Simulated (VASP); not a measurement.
# Cu3Au13 in VASP: further runs, part 2 of 2

VASP 6.6.1.

## (3) Single point, PBE

File INCAR:

```
PREC = Accurate
ENCUT = 520
EDIFF = 1E-6
ISMEAR = -1
SIGMA = 0.05
LREAL = Auto
LASPH = True
NELM = 80
ALGO = Normal
ISIF = 2
LWAVE = False
LCHARG = False
GGA = PE
ISYM = 0
NBANDS = 102
```

File KPOINTS:

```
Automatic mesh
0
Gamma
  1 1 1
  0.25 0.25 0.25
```

File POSCAR:

```
Cu3Au13
1.0
    6.6859480000      0.0855830000     -0.0615900000
    0.0855830000      6.6105530000     -0.0078460000
   -0.0615900000     -0.0078460000      6.5441010000
Au Cu
13 3
Direct
    0.2214649255      0.4537981773      0.5143429976
    0.2610365086      0.4242289939      0.9957348976
    0.7203578725      0.9413654352      0.9896112231
    0.8260861935      0.4844859279      0.4012029957
    0.0519826962      0.1530634007      0.2277030183
    0.2008274126      0.8798820572      0.5352262312
    0.3378311053      0.0137339767      0.8867932776
    0.6751315570      0.3636686804      0.0387293376
    0.7318944041      0.8884756598      0.4956866278
    0.9190887277      0.6337869867      0.8054851793
    0.9878031277      0.1857857055      0.7358409458
    0.4573180974      0.1457721219      0.3228386832
    0.4699242605      0.6730781102      0.2454816339
    0.5940500997      0.2859951235      0.6533917284
    0.5088588096      0.6613817793      0.7505695306
    0.0733030497      0.7594824201      0.1613924715
```

Potentials or basis: VASP PAW PBE potentials, release 64 (Au, Cu).

On the command line:

```bash
cat potpaw_PBE.64/Au/POTCAR potpaw_PBE.64/Cu/POTCAR > POTCAR
mpirun -np 1 vasp_std > vasp.out
```

It took 1.7 min on 1 thread of Intel Xeon Platinum 8124M at 3.00GHz (Skylake/Cascade Lake), shared host; peak memory 0.35 GiB.

It converged, with:

- Free energy: -51.6238 eV
- Pressure: -1.9 GPa
- Largest force: 0.948 eV/Å
- Band gap on the k mesh: 0.14 eV

Forces on the atoms (eV/Å):
```
Au   0.768  0.014  0.122
Au  -0.328  0.394 -0.749
Au   0.686  0.075  0.450
Au  -0.165  0.134  0.330
Au  -0.914 -0.220 -0.122
Au  -0.372 -0.546 -0.524
Au   0.078  0.103  0.906
Au   0.540 -0.101 -0.397
Au   0.762  0.356  0.228
Au   0.345 -0.610 -0.119
Au  -0.800  0.129  0.253
Au  -0.207 -0.093 -0.703
Au  -0.062  0.655  0.080
Cu  -0.078 -0.095  0.336
Cu  -0.114 -0.063  0.014
Cu  -0.139 -0.133 -0.106
```

Stress tensor (GPa, compression positive):
```
-0.11 -0.25  2.22
-0.25  1.27  2.08
 2.22  2.08 -6.75
```

Levels at points of the mesh, in eV from the valence-band top:
```csv
k point,band 84,band 85,band 86,band 87,band 88,band 89,band 90,band 91,band 92,band 93
"(0.25, 0.25, 0.25)",-1.78,-1.46,-1.40,-1.30,0.00,0.14,0.36,0.85,1.12,1.71
```

Caveat: the k points lie up to 0.96 Å⁻¹ apart; spin-orbit coupling is left out, which moves the levels of the heavy elements.

## (4) Single point, PBE

File INCAR:

```
PREC = Accurate ; ENCUT = 520
EDIFF = 1E-6 ; ISMEAR = -1
SIGMA = 0.05 ; LREAL = Auto
LASPH = T ; NELM = 100
ALGO = Normal ; ISIF = 2
LWAVE = F ; LCHARG = F
GGA = PE ; ISYM = 0
NBANDS = 102
```

KPOINTS is that of step 3.

File POSCAR:

```
Cu3Au13
1.0
    6.6859480000      0.0855830000     -0.0615900000
    0.0855830000      6.6105530000     -0.0078460000
   -0.0615900000     -0.0078460000      6.5441010000
Au Cu
13 3
Direct
    0.2366519935      0.4303631542      0.5041840011
    0.2584517528      0.4380060964      0.9863103640
    0.7383930006      0.9256381243      0.9864603529
    0.8222373431      0.4804356683      0.4114181759
    0.0473544226      0.1463697504      0.2078416846
    0.1866113685      0.8681539742      0.5329619653
    0.3479174746      0.0207614582      0.8848509721
    0.6748448534      0.3702788447      0.0434838800
    0.7428230427      0.8989463642      0.5153720281
    0.9306971369      0.6256430395      0.7984099622
    0.9691447281      0.1829888432      0.7496507701
    0.4294255922      0.1247989453      0.3164125209
    0.4802459731      0.6967902470      0.2478649651
    0.5829144245      0.2983004784      0.6498454356
    0.4950403786      0.6657433985      0.7563167133
    0.0589342873      0.7358919167      0.1476281571
```

On the command line:

```bash
cat potpaw_PBE.64/Au/POTCAR potpaw_PBE.64/Cu/POTCAR > POTCAR
mpirun -np 1 vasp_std > vasp.out
```

It took 99 s on 1 thread of Intel Xeon Platinum 8124M at 3.00GHz (Skylake/Cascade Lake), shared host; peak memory 0.35 GiB.

Results (log left out):

```
Free energy            : -51.8363 eV
Pressure               : -2.3 GPa
Largest force          : 1.437 eV/Å
Band gap on the k mesh : 0.15 eV
```

Forces on the atoms (eV/Å):
```
Au  -0.078  0.621  0.278
Au   0.356 -0.219 -0.272
Au  -0.180  0.526  0.606
Au   0.121  0.225  0.057
Au  -1.237 -0.213 -0.131
Au  -0.385 -0.428 -0.127
Au  -0.133  0.267  0.343
Au   0.030 -0.334 -0.287
Au   0.065  0.415 -0.201
Au  -0.019 -0.791 -0.543
Au   0.016  0.159 -0.158
Au   1.379 -0.102 -0.389
Au  -0.218  0.015 -0.072
Cu  -0.093 -0.457  0.278
Cu   0.212 -0.127 -0.142
Cu   0.164  0.443  0.759
```

Stress tensor (GPa, compression positive):
```
 0.67 -0.69  1.68
-0.69 -0.16  1.96
 1.68  1.96 -7.33
```

Levels at points of the mesh, in eV from the valence-band top:
| k point | band 86 | band 87 | band 88 | band 89 | band 90 | band 91 |
| --- | --- | --- | --- | --- | --- | --- |
| (0.25, 0.25, 0.25) | -1.35 | -1.29 | 0.00 | 0.15 | 0.43 | 0.85 |

Caveat: the k points lie up to 0.96 Å⁻¹ apart; spin-orbit coupling is left out, which moves the levels of the heavy elements.

## (5) Single point, PBE

File INCAR:

```
ALGO     = Normal         # electronic algorithm
EDIFF    = 1E-6           # SCF threshold, eV
ENCUT    = 520            # plane-wave cutoff, eV
GGA      = PE             # functional
ISIF     = 2              # what is computed and relaxed
ISMEAR   = -1             # smearing method
ISYM     = 0            
LASPH    = True           # aspherical terms in the spheres
LCHARG   = False          # write CHGCAR
LREAL    = Auto         
LWAVE    = False          # write WAVECAR
NBANDS   = 102            # bands
NELM     = 60             # most SCF steps
PREC     = Accurate       # precision mode
SIGMA    = 0.05           # smearing width, eV
```

KPOINTS is that of step 4.

File POSCAR:

```
Cu3Au13
1.0
    6.6859480000      0.0855830000     -0.0615900000
    0.0855830000      6.6105530000     -0.0078460000
   -0.0615900000     -0.0078460000      6.5441010000
Au Cu
13 3
Direct
    0.2524746346      0.4197378948      0.5113607165
    0.2604904022      0.4462811874      0.9750181310
    0.7333238069      0.9339230935      1.0156970337
    0.8289122404      0.4854445914      0.3905169714
    0.0358313604      0.1467812661      0.2076082718
    0.1781721958      0.8678319997      0.5244634267
    0.3491748494      0.0162926500      0.8833619027
    0.6714316691      0.3590904170      0.0413421034
    0.7477209749      0.9107611201      0.5166784508
    0.9292036683      0.6232439758      0.7924256710
    0.9665462878      0.1643951835      0.7541427662
    0.4422592192      0.1120856710      0.2957098568
    0.4856049075      0.6956240543      0.2672958857
    0.5901112264      0.2638312307      0.6529216114
    0.5251037049      0.6761713949      0.7593414860
    0.0982412851      0.7356430680      0.1710775149
```

On the command line:

```bash
cat potpaw_PBE.64/Au/POTCAR potpaw_PBE.64/Cu/POTCAR > POTCAR
mpirun -np 1 vasp_std > vasp.out
```

Run time: 94 s. Hardware: 1 thread of Intel Xeon Platinum 8124M at 3.00GHz (Skylake/Cascade Lake), shared host; peak memory 0.35 GiB.

The run converged. Its results:

```
Free energy            : -51.7921 eV
Pressure               : -2.2 GPa
Largest force          : 1.089 eV/Å
Band gap on the k mesh : 0.12 eV
```

Forces in eV/Å, atoms in the order of the input:
```
Au  -0.379  0.365  0.144
Au   0.425 -0.379 -0.293
Au   0.412 -0.636 -0.082
Au   0.499  0.118  0.961
Au  -0.082  0.149  0.176
Au   0.306 -0.306  0.669
Au  -0.360  0.147  0.001
Au   0.040  0.257 -0.631
Au   0.037 -0.040 -0.368
Au  -0.007 -0.373  0.169
Au   0.336  0.723  0.043
Au   0.090  0.569  0.123
Au  -0.310 -0.605 -0.247
Cu  -0.054  0.164 -0.022
Cu  -0.188 -0.396 -0.159
Cu  -0.765  0.243 -0.484
```

Stress tensor (GPa, compression positive):
```
-0.45 -0.33  1.95
-0.33  1.12  2.29
 1.95  2.29 -7.17
```

Levels at points of the mesh, in eV from the valence-band top:
```tsv
k point	band 85	band 86	band 87	band 88	band 89	band 90	band 91	band 92
(0.25, 0.25, 0.25)	-1.41	-1.34	-1.25	0.00	0.12	0.44	0.87	1.19
```

Caveat: the k points lie up to 0.96 Å⁻¹ apart; spin-orbit coupling is left out, which moves the levels of the heavy elements.

## (6) Molecular dynamics, PBE

File INCAR:

```
PREC = Accurate
ENCUT = 520
EDIFF = 1E-5
ISMEAR = -1
SIGMA = 0.1672
LREAL = Auto
LASPH = T
NELM = 60
ALGO = Normal
ISIF = 2
LWAVE = F
LCHARG = F
GGA = PE
ISYM = 0
IBRION = 0
NSW = 40
POTIM = 3.0
TEBEG = 1940.0
TEEND = 1940.0
NELMIN = 4
RANDOM_SEED = 61331 0 0
MDALGO = 3
LANGEVIN_GAMMA = 30 30
```

KPOINTS is that of step 5.

File POSCAR:

```
Cu3Au13
1.0
    6.6859480000      0.0855830000     -0.0615900000
    0.0855830000      6.6105530000     -0.0078460000
   -0.0615900000     -0.0078460000      6.5441010000
Au Cu
13 3
Direct
    0.2179849009      0.4591316230      0.4921812251
    0.2717933337      0.4797609380      0.9319236930
    0.7630121409      0.8962617778      0.0203114526
    0.8155465903      0.5269966236      0.3944793203
    0.0490672916      0.1948548315      0.2139624172
    0.2087778967      0.8939697777      0.5665333919
    0.3519212629      0.9653865900      0.9771271708
    0.6483106175      0.3244316406      0.0474440182
    0.8308097762      0.9940105411      0.4563138538
    0.8890643101      0.5910144759      0.8004589923
    0.9770910169      0.1871922460      0.8243217975
    0.4661859802      0.1223298860      0.3510021576
    0.4753133746      0.6639135679      0.2301087005
    0.6210092263      0.3947070954      0.6323391846
    0.5813698665      0.7821941307      0.7188806200
    0.0416433310      0.7274903826      0.1931985481
```

Potentials or basis: VASP PAW PBE potentials, release 64 (Au, Cu).

On the command line:

```bash
cat potpaw_PBE.64/Au/POTCAR potpaw_PBE.64/Cu/POTCAR > POTCAR
mpirun -np 1 vasp_std > vasp.out
```

It took 25 min on 1 thread of Intel Xeon Platinum 8375C at 2.90GHz (Ice Lake), shared host; peak memory 0.41 GiB.

Caveat: the k points lie up to 0.96 Å⁻¹ apart; spin-orbit coupling is left out, which moves the levels of the heavy elements.

## (7) Summary

```csv
task,smearing,gap on the mesh (eV),pressure (GPa),largest force (eV/Å)
single point,fermi-dirac 0.0672 eV,0.18,0.8,2.74
single point,fermi-dirac 0.05 eV,0.12,-2.2,1.09
molecular dynamics,fermi-dirac 0.1672 eV,-,-,-
```

Some of these runs hold the atoms at other places in the same cell, which the table doesn't show; runs alike in all that it shows share one row.

Alike in all rows: level PBE; potentials or basis VASP PAW PBE potentials, release 64 (Au, Cu); no spin polarisation; cell as given; k mesh 1 × 1 × 1, shifted; cutoff (eV) 520.

Caveats: all runs use coarse meshes; spin-orbit coupling is left out, which moves the levels of the heavy elements.

Total energies depend on the potentials used, so only differences within one code and one set of settings carry meaning.
